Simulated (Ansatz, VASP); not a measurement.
## Li2Cl3: VASP beside Ansatz

```
Li Cl
1.0
     4.19778    0.00000    0.00000
    -2.09889    3.63538    0.00000
     0.00000    0.00000    6.53106
Li Cl
2 3
Direct
  0.33333 0.66667 0.24500
  0.66667 0.33333 0.75500
  0.00000 0.00000 0.00000
  0.33333 0.66667 0.64500
  0.66667 0.33333 0.35500
```

Alike in both runs: task single point; functional PBE; k mesh 6 × 6 × 4; occupations gaussian, width 0.1 eV; no spin polarisation.

|  | VASP | Ansatz |
| --- | --- | --- |
| version | VASP 6.6.1 | Ansatz 0.2.0 |
| potentials or method | VASP PAW PBE potentials, release 64 (Li_sv, Cl), cutoff 750 eV | scalar-relativistic, plane waves, PAW |
| valence electrons in the cell | 27 | 27 |

|  | VASP | Ansatz | Ansatz less VASP |
| --- | --- | --- | --- |
| gap on the k mesh at the Fermi level (eV) | none | none | - |
| pressure (GPa) | 0.5 | 0.6 | +0.07 |
| traceless stress, the component that is largest in VASP (GPa) | 0.96 | 0.96 | +0.005 |
| rms of the force components (eV/Å) | 0.192 | 0.193 | +0.0008 |

Atom by atom the forces differ by 0.001 eV/Å (rms over components). A gap of «none» marks a metal or a gap that the smearing closes.
